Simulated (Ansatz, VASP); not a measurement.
## BaTe in VASP and in Ansatz

File INCAR:

```
PREC = Accurate ; ENCUT = 520
EDIFF = 1E-6 ; ISMEAR = -1
SIGMA = 0.05 ; LREAL = False
LASPH = True ; NELM = 100
ALGO = Normal ; ISIF = 2
LWAVE = False ; LCHARG = True
GGA = PS ; LELF = True
LVHAR = True ; NBANDS = 15
```

KPOINTS

```
regular mesh
0
Gamma
  10 10 10
```

The input POSCAR:

```
BaTe
1.0
    0.0000000000      3.4100000000      3.3418000000
    3.4100000000      0.0000000000      3.3418000000
    3.4100000000      3.4100000000      0.0000000000
Ba Te
1 1
Direct
    0.0000000000      0.0000000000      0.0000000000
    0.5000000000      0.5000000000      0.5000000000
```

Input for Ansatz:

```yaml
crystal:
  lattice:
    - [0.0, 3.41, 3.3418]
    - [3.41, 0.0, 3.3418]
    - [3.41, 3.41, 0.0]
  atoms:
    - { symbol: Ba, position: [0.0, 0.0, 0.0] }
    - { symbol: Te, position: [0.5, 0.5, 0.5] }
kpoints:
  mp_grid: { grid: [10, 10, 10] }
  band_path:
    path:
      - [0.0, 0.0, 0.0]
      - [0.0, 0.5, 0.5]
      - [0.25, 0.75, 0.5]
      - [0.0, 0.5, 0.0]
      - [0.0, 0.0, 0.0]
      - [0.5, 0.5, 0.0]
      - [0.3801541025, 0.6198458975, 0.0]
      - [-0.3801541025, 0.3801541025, 0.0]
      - [0.0, 0.0, 0.0]
    npoints: 5
scf:
  occupations: { method: fermi_dirac, width: 0.05 }
hamiltonian:
  xc: pbesol
  pseudopotentials: { kind: all_electron, lapw: { basis_error: 0.00025 } }
output:
  forces: true
  stress: true
  eigenvalues: true
```

Change from the starting cell: zz strain of -2 %.

Alike in both runs: task single point; functional PBEsol; k mesh 10 × 10 × 10; occupations fermi-dirac, width 0.05 eV; no spin polarisation.

|  | VASP | Ansatz |
| --- | --- | --- |
| version | VASP 6.6.1 | Ansatz 0.2.0 |
| potentials or method | VASP PAW PBE potentials, release 64 (Ba_sv, Te), cutoff 520 eV | all-electron LAPW, scalar-relativistic |

```csv
,VASP,Ansatz,Ansatz less VASP
pressure (GPa),3.3,2.8,-0.49
"traceless stress, the component that is largest in VASP (GPa)",1.45,1.37,-0.075
```

VASP's potentials were made for PBE, not for PBEsol. Ansatz ran all-electron here, and VASP with PAW potentials.

Neither program's run includes spin-orbit coupling.
